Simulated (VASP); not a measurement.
# SiC (Fm-3m) in VASP: a series of runs, part 2 of 2

VASP 6.6.1. Earlier steps stand in the parts before.

## 3. Relaxation of cell and atoms, PBE, target pressure 125 GPa, at which the enthalpy is minimised

This run uses another cell than the first one, of 6.32 Å³/atom.

INCAR

```
SYSTEM = SiC
PREC = Accurate
ENCUT = 600
EDIFF = 1E-7
ISMEAR = 0
SIGMA = 0.02
LREAL = .FALSE.
LASPH = .TRUE.
NELM = 120
ALGO = Normal
ISIF = 3
LWAVE = .FALSE.
LCHARG = .FALSE.
GGA = PE
IBRION = 2
NSW = 100
EDIFFG = -0.002
PSTRESS = 1250.0
GGA_COMPAT = .FALSE.
NELMIN = 4
```

KPOINTS

```
regular mesh
0
G
  12 12 12
  0 0 0
```

POSCAR

```
SiC
1.0
    0.0000000000      1.8490670968      1.8490670968
    1.8490670968      0.0000000000      1.8490670968
    1.8490670968      1.8490670968      0.0000000000
C Si
1 1
Direct
    0.0000000000      0.0000000000      0.0000000000
    0.5000000000      0.5000000000      0.5000000000
```

Potentials or basis: VASP PAW PBE potentials, release 64 (C, Si).

Started as:

```console
cat potpaw_PBE.64/C/POTCAR potpaw_PBE.64/Si/POTCAR > POTCAR
mpirun -np 1 vasp_std > vasp.out
```

OUTCAR:

```text
SYSTEM = SiC
   PREC = Accurate
   ENCUT = 600
   EDIFF = 1E-7
   ISMEAR = 0
   LREAL = .FALSE.
   LASPH = .TRUE.
   NELM = 120
   ISIF = 3
   GGA = PE
   IBRION = 2
   NSW = 100
   EDIFFG = -0.002
   PSTRESS = 1250.0
   NELMIN = 4

 ion  position               nearest neighbor table
   1  0.000  0.000  0.000-   2 1.85   2 1.85   2 1.85   2 1.85   2 1.85   2 1.85
   2  0.500  0.500  0.500-   1 1.85   1 1.85   1 1.85   1 1.85   1 1.85   1 1.85

  LATTYP: Found a face centered cubic cell.
 ALAT       =     3.6981341936

  Lattice vectors:

 A1 = (   0.0000000000,   1.8490670968,   1.8490670968)
 A2 = (   1.8490670968,   0.0000000000,   1.8490670968)
 A3 = (   1.8490670968,   1.8490670968,   0.0000000000)

Analysis of symmetry for initial positions (statically):
=====================================================================
 Subroutine PRICEL returns:
 Original cell was already a primitive cell.

 Routine SETGRP: Setting up the symmetry group for a
 face centered cubic supercell.

 Subroutine GETGRP returns: Found 48 space group operations
 (whereof 48 operations were pure point group operations)
 out of a pool of 48 trial point group operations.

The static configuration has the point symmetry O_h .

Analysis of symmetry for dynamics (positions and initial velocities):
=====================================================================
 Subroutine PRICEL returns:
 Original cell was already a primitive cell.

 Routine SETGRP: Setting up the symmetry group for a
 face centered cubic supercell.

 Subroutine GETGRP returns: Found 48 space group operations
 (whereof 48 operations were pure point group operations)
 out of a pool of 48 trial point group operations.

The dynamic configuration has the point symmetry O_h .

 Subroutine INISYM returns: Found 48 space group operations
 (whereof 48 operations are pure point group operations),
 and found     1 'primitive' translations

----------------------------------------------------------------------------------------

                                     Primitive cell

  volume of cell :      12.6441

  direct lattice vectors                    reciprocal lattice vectors
     0.000000000  1.849067097  1.849067097    -0.270406629  0.270406629  0.270406629
     1.849067097  0.000000000  1.849067097     0.270406629 -0.270406629  0.270406629
     1.849067097  1.849067097  0.000000000     0.270406629  0.270406629 -0.270406629

  length of vectors
     2.614975766  2.614975766  2.614975766     0.468358020  0.468358020  0.468358020

  position of ions in fractional coordinates (direct lattice)
     0.000000000  0.000000000  0.000000000
     0.500000000  0.500000000  0.500000000

  ion indices of the primitive-cell ions
   primitive index   ion index
                 1           1
                 2           2

----------------------------------------------------------------------------------------

 KPOINTS: regular mesh

Automatic generation of k-mesh.
[... 24 lines left out ...]
  0.083333  0.000000  0.000000      8.000000
  0.166667  0.000000  0.000000      8.000000
  0.250000  0.000000  0.000000      8.000000
  0.333333  0.000000  0.000000      8.000000
  0.416667  0.000000  0.000000      8.000000
[... 16 lines left out ...]
  0.500000  0.166667  0.000000     24.000000
 -0.416667  0.166667  0.000000     24.000000
 [... further k-points ...]
   k-points           NKPTS =     72   k-points in BZ     NKDIM =     72   number of bands    NBANDS=      8
   number of dos      NEDOS =    301   number of ions     NIONS =      2
   total plane-waves  NPLWV =  13824
   dimension x,y,z NGX =    24 NGY =   24 NGZ =   24
   dimension x,y,z NGXF=    48 NGYF=   48 NGZF=   48
   ions per type =               1   1
   NGX,Y,Z   is equivalent  to a cutoff of  15.26, 15.26, 15.26 a.u.
   NGXF,Y,Z  is equivalent  to a cutoff of  30.52, 30.52, 30.52 a.u.
 SYSTEM =  SiC
   PREC   = accura    normal or accurate (medium, high low for compatibility)
   ISTART =      0    job   : 0-new  1-cont  2-samecut
   ICHARG =      2    charge: 1-file 2-atom 10-const
   ISPIN  =      1    spin polarized calculation?
   LNONCOLLINEAR =      F non collinear calculations
   LSORBIT =      F    spin-orbit coupling
   LASPH  =      T    aspherical Exc in radial PAW
   ENCUT  =  600.0 eV  44.10 Ry    6.64 a.u.   5.22  5.22  5.22*2*pi/ulx,y,z
   NELM   =    120;   NELMIN=  4; NELMDL= -5     # of ELM steps
   EDIFF  = 0.1E-06   stopping-criterion for ELM
   LREAL  =      F    real-space projection
   EDIFFG = -.2E-02   stopping-criterion for IOM
   NSW    =    100    number of steps for IOM
   IBRION =      2    ionic relax: 0-MD 1-quasi-New 2-CG
   NFREE  =      1    steps in history (QN), initial steepest desc. (CG)
   ISIF   =      3    stress and relaxation
   ISYM   =      2    0-nonsym 1-usesym 2-fastsym
   POTIM  = 0.5000    time-step for ionic-motion
   TEBEG  =    0.0;   TEEND  =   0.0 temperature during run
   PSTRESS= 1250.0 pullay stress
   NELECT =       8.0000    total number of electrons
   NUPDOWN=      -1.0000    fix difference up-down
   EMIN   =  10.00;   EMAX   =-10.00  energy-range for DOS
   EFERMI =   0.00;   METHOD = LEGACY
   ISMEAR =     0;   SIGMA  =   0.02  broadening in eV -4-tet -1-fermi 0-gaus
   EFERMI_NEDOS =   21; number of points for ismear=-14 and -15
   IALGO  =     38    algorithm
   IMIX   =      4    mixing-type and parameters
     AMIX     =   0.40;   BMIX     =  1.00
     AMIX_MAG =   1.60;   BMIX_MAG =  1.00
  volume/ion in A,a.u.               =       6.32        42.66
  Fermi-wavevector in a.u.,A,eV,Ry     =   1.405429  2.655875 26.874634  1.975230
  Thomas-Fermi vector in A             =   2.527891
   LORBIT       =      0    0 simple, 1 ext, 2 COOP (PROOUT), +10 PAW based schemes
   GGA     = PE    functional components
   LHFCALC =     F    Hartree Fock is set to
   AEXX    =    0.0000 exact exchange contribution
   IVDW    =     0    specifies the selected vdW correction
   LEPSILON=     F    determine dielectric tensor
   LRPA    =     F    only Hartree local field effects (RPA)
 conjugate gradient relaxation of ions
 non-spin polarized calculation
 Gauss-broadening in eV      SIGMA  =   0.02
  energy-cutoff  :      600.00
  volume of cell :       12.64
 maximum number of plane-waves:       444
 NGX is ok and might be reduce to    24
   NGX = 11   NGY = 11   NGZ = 11

--------------------------------------- Ionic step        1  -------------------------------------------

 number of electron       8.0000000 magnetization

 Free energy of the ion-electron system (eV)
  ---------------------------------------------------
  ext. energy  EPLUGINS =         0.00000000
  ---------------------------------------------------
  free energy    TOTEN  =       -12.34028118 eV

  energy without entropy =      -12.34028118  energy(sigma->0) =      -12.34028118

------------------------ aborting loop because EDIFF is reached ----------------------------------------

  FORCE on cell =-STRESS in cart. coord.  units (eV):
  Direction    XX          YY          ZZ          XY          YZ          ZX
  --------------------------------------------------------------------------------------
  -------------------------------------------------------------------------------------
  Total        9.8361487      9.8361487      9.8361487      0.0000000      0.0000000      0.0000000
  in kB     1246.3719392   1246.3719392   1246.3719392      0.0000000      0.0000000      0.0000000
  external PRESSURE =      -3.6280608 kB  Pullay stress =    1250.0000000 kB
[... 63 lines left out ...]
--------------------------------------- Ionic step        3  -------------------------------------------

 number of electron       8.0000000 magnetization

 Free energy of the ion-electron system (eV)
  ---------------------------------------------------
  ext. energy  EPLUGINS =         0.00000000
  ---------------------------------------------------
  free energy    TOTEN  =       -12.33493377 eV

  energy without entropy =      -12.33493377  energy(sigma->0) =      -12.33493377

 E-fermi :  17.2416     XC(G=0): -13.9697

 val. band max:       17.0595023078   @ k =   0.0000   0.0000   0.0000
 cond. band min:      18.1774298941   @ k =   0.5000   0.5000   0.0000
 fundamental gap:      1.1179275863
 Fermi energy:        17.2416096287

 k-point     1 :       0.0000    0.0000    0.0000
  band No.  band energies     occupation
      1      -4.8751      2.00000
      2      17.0595      2.00000
      3      17.0595      2.00000
      4      17.0595      2.00000
      5      26.0413      0.00000
      6      26.0413      0.00000
      7      26.0413      0.00000
      8      30.0514      0.00000
[... 243 lines left out ...]
 k-point    24 :      -0.4167    0.1667    0.0000
  band No.  band energies     occupation
      1       1.8131      2.00000
      2       4.1274      2.00000
      3      11.8995      2.00000
      4      14.2971      2.00000
      5      21.8987      0.00000
      6      25.6668      0.00000
      7      27.2260      0.00000
      8      32.7828      0.00000

 [... further k-points ...]
[... 5 lines left out ...]
  --------------------------------------------------------------------------------------
  -------------------------------------------------------------------------------------
  Total        9.8608354      9.8608354      9.8608354     -0.0000000      0.0000000     -0.0000000
  in kB     1250.1787898   1250.1787898   1250.1787898     -0.0000000      0.0000000     -0.0000000
  external PRESSURE =       0.1787898 kB  Pullay stress =    1250.0000000 kB
[... 21 lines left out ...]
  energy  without entropy=      -12.3349337741  energy(sigma->0) =      -12.33493377

  enthalpy is  TOTEN    =        -2.4755085859 eV   P V=        9.8594251882

 reached required accuracy - stopping structural energy minimisation
```

OSZICAR:

```text
N       E                     dE             d eps       ncg     rms          rms(c)
DAV:   1     0.922340723793E+01    0.92234E+01   -0.51710E+03  1176   0.109E+03
DAV:   2    -0.140433582323E+02   -0.23267E+02   -0.22369E+02  1712   0.119E+02
DAV:   3    -0.142321899492E+02   -0.18883E+00   -0.18883E+00  1384   0.134E+01
DAV:   4    -0.142323673636E+02   -0.17741E-03   -0.17741E-03  1936   0.451E-01
[... 16 lines left out ...]
DAV:   1    -0.123349437056E+02   -0.15145E-01   -0.50850E-04  1592   0.222E-01    0.350E-02
DAV:   2    -0.123349364458E+02    0.72598E-05   -0.12864E-05  1328   0.265E-02    0.188E-02
DAV:   3    -0.123349342886E+02    0.21573E-05   -0.28214E-06  1576   0.122E-02    0.467E-03
DAV:   4    -0.123349338286E+02    0.45998E-06   -0.16180E-07   968   0.293E-03    0.102E-03
DAV:   5    -0.123349337741E+02    0.54484E-07   -0.46397E-09   640   0.730E-04
   3 F= -.24755086E+01 E0= -.24755086E+01  d E =-.817186E-05
```

Wall time 12 s (1 thread of Intel Xeon Platinum 8259CL at 2.50GHz (Skylake/Cascade Lake), shared host); peak memory 0.14 GiB.

What came out:

```yaml
Free_energy: -12.3349 eV
Relaxed_volume: 6.32 Å³/atom
Relaxed_cell: a = 2.615 Å, b = 2.615 Å, c = 2.615 Å, α = 60.00°, β = 60.00°, γ = 60.00°
Space_group_after_relaxing_to_0.1_Å: Fm-3m (No. 225)
Energy_change_on_relaxing_the_run_minimises_the_enthalpy: +2.7 meV/atom
Ionic_steps: 3
Pressure_after_relaxing: 125.0 GPa
Band_gap_on_the_k_mesh: 1.12 eV (least direct gap 6.60 eV)
```

Step by step:
| step | energy change (eV) | largest force (eV/Å) | pressure (GPa) | volume (Å³) |
| --- | --- | --- | --- | --- |
| 1 | 0.0000 | 0.0000 | 124.64 | 12.64 |
| 2 | 0.0205 | 0.0000 | 126.10 | 12.62 |
| 3 | 0.0053 | 0.0000 | 125.02 | 12.64 |

Final structure:
```yaml
crystal:
  lattice:
    - [0.00000, 1.84873, 1.84873]
    - [1.84873, 0.00000, 1.84873]
    - [1.84873, 1.84873, 0.00000]
  atoms:
    - { symbol: C, position: [0.00000, 0.00000, 0.00000] }
    - { symbol: Si, position: [0.50000, 0.50000, 0.50000] }
```

Caveat: the cell is relaxed towards a set pressure, so the run minimises the enthalpy, not the energy. A k mesh can miss the band edges.

## 4. Single point, PBE

This run uses another cell than the first one, of 8.35 Å³/atom.

INCAR

```
SYSTEM = SiC
PREC     = Accurate       ! precision mode
ENCUT    = 600            ! plane-wave cutoff, eV
EDIFF    = 1E-6           ! SCF threshold, eV
ISMEAR   = 0              ! smearing method
SIGMA    = 0.1            ! smearing width, eV
LREAL    = .False.        ! projectors in reciprocal space
LASPH    = .True.         ! aspherical terms in the spheres
NELM     = 120            ! most SCF steps
ALGO     = Normal         ! electronic algorithm
ISIF     = 2              ! what is computed and relaxed
LWAVE    = .False.        ! write WAVECAR
LCHARG   = .False.        ! write CHGCAR
GGA      = PE             ! functional
NBANDS   = 11             ! bands
GGA_COMPAT= .False.
```

KPOINTS

```
Automatic mesh
0
Gamma
  16 16 16
  0 0 0
```

POSCAR

```
SiC
1.0
    0.0000000000      2.0287101621      2.0287101621
    2.0287101621      0.0000000000      2.0287101621
    2.0287101621      2.0287101621      0.0000000000
C Si
1 1
Direct
    0.0000000000      0.0000000000      0.0000000000
    0.5000000000      0.5000000000      0.5000000000
```

Started as:

```console
cat potpaw_PBE.64/C/POTCAR potpaw_PBE.64/Si/POTCAR > POTCAR
mpirun -np 1 vasp_std > vasp.out
```

It took 15 s on 1 thread of Intel Xeon Platinum 8259CL at 2.50GHz (Skylake/Cascade Lake), shared host; peak memory 0.15 GiB.

Results (log left out):

| Property | Result |
| --- | --- |
| Free energy | -13.5772 eV |
| Pressure | 0.0 GPa |
| Band gap on the k mesh | zero (bands 4 and 5 overlap by 1.05 eV) |

Levels at points of the mesh, in eV from the Fermi level:
```csv
k point,band 2,band 3,band 4,band 5,band 6,band 7
"(0.00, 0.00, 0.00)",0.07,0.07,0.07,7.43,9.01,9.01
"(0.50, 0.00, 0.00)",-11.42,-0.96,-0.96,5.30,5.30,5.94
"(0.50, 0.50, 0.00)",-9.68,-4.21,-4.21,-0.91,2.63,14.81
```

## 5. Relaxation of cell and atoms, PBE, target pressure 250 GPa, at which the enthalpy is minimised

This run uses another cell than the first one, of 5.49 Å³/atom.

INCAR

```
  PREC = Accurate
  ENCUT = 600
  EDIFF = 1E-7
  ISMEAR = 0
  SIGMA = 0.01
  LREAL = F
  LASPH = T
  NELM = 120
  ALGO = Normal
  ISIF = 3
  LWAVE = F
  LCHARG = F
  GGA = PE
  IBRION = 2
  NSW = 70
  EDIFFG = -0.004
  PSTRESS = 2500.0
  GGA_COMPAT = F
  NELMIN = 4
```

KPOINTS

```
Automatic mesh
0
Gamma
  16 16 16
```

POSCAR

```
SiC
1.0
    0.0000000000      1.7639694161      1.7639694161
    1.7639694161      0.0000000000      1.7639694161
    1.7639694161      1.7639694161      0.0000000000
C Si
1 1
Direct
    0.0000000000      0.0000000000      0.0000000000
    0.5000000000      0.5000000000      0.5000000000
```

Started as:

```console
cat potpaw_PBE.64/C/POTCAR potpaw_PBE.64/Si/POTCAR > POTCAR
mpirun -np 1 vasp_std > vasp.out
```

Run time: 23 s. Hardware: 1 thread of Intel Xeon Platinum 8259CL at 2.50GHz (Skylake/Cascade Lake), shared host; peak memory 0.13 GiB.

It converged, with:

* Free energy: -10.4403 eV
* Relaxed volume: 5.48 Å³/atom
* Relaxed cell: a = 2.494 Å, b = 2.494 Å, c = 2.494 Å, α = 60.00°, β = 60.00°, γ = 60.00°
* Space group after relaxing (to 0.1 Å): Fm-3m (No. 225)
* Energy change on relaxing (the run minimises the enthalpy): +6.3 meV/atom
* Ionic steps: 3
* Pressure after relaxing: 250.0 GPa
* Band gap on the k mesh: 0.22 eV (least direct gap 6.38 eV)

Step by step:
```csv
step,energy change (eV),largest force (eV/Å),pressure (GPa),volume (Å³)
1,0.0000,0.0000,249.23,10.98
2,0.0658,0.0000,253.38,10.94
3,0.0126,0.0000,250.02,10.97
```

Final structure:
```
CELL_PARAMETERS angstrom
0.00000 1.76354 1.76354
1.76354 0.00000 1.76354
1.76354 1.76354 0.00000
ATOMIC_POSITIONS crystal
C 0.00000 0.00000 0.00000
Si 0.50000 0.50000 0.50000
```

Levels at points of the mesh, in eV from the valence-band top:
```tsv
k point	band 1	band 2	band 3	band 4	band 5	band 6	band 7	band 8
(0.00, 0.00, 0.00)	-23.95	0.00	0.00	0.00	8.96	8.96	8.96	16.02
(0.50, 0.00, 0.00)	-16.94	-15.40	-2.47	-2.47	7.56	7.56	8.68	14.44
(0.50, 0.50, 0.00)	-14.11	-13.91	-6.16	-6.16	0.22	2.49	21.26	21.92
```

Caveat: the cell is relaxed towards a set pressure, so the run minimises the enthalpy, not the energy. A k mesh can miss the band edges.

## 6. The runs side by side

```tsv
task	cell	k mesh	smearing	gap on the mesh (eV)	pressure (GPa)
single point	a = 2.776 Å, angles 60.0°, 2 atoms	16 × 16 × 16	gaussian 0.1 eV	none	29.9
relaxation of cell and atoms	relaxed to 125 GPa from a = 2.615 Å, angles 60.0°, 2 atoms	12 × 12 × 12	gaussian 0.02 eV	1.12	125.0
single point	a = 2.869 Å, angles 60.0°, 2 atoms	16 × 16 × 16	gaussian 0.1 eV	none	0.0
relaxation of cell and atoms	relaxed to 250 GPa from a = 2.495 Å, angles 60.0°, 2 atoms	16 × 16 × 16	gaussian 0.01 eV	0.22	250.0
```

Alike in all rows: level PBE; potentials or basis VASP PAW PBE potentials, release 64 (C, Si); no spin polarisation; cutoff (eV) 600.

Caveats: the cell is relaxed towards a set pressure, so the run minimises the enthalpy, not the energy (at least some runs); the cell stands under pressure (at least some runs); semilocal functionals underestimate gaps, so a narrow gap can read as zero (at least some runs).

Absolute energies hang on the potentials; compare differences alone.
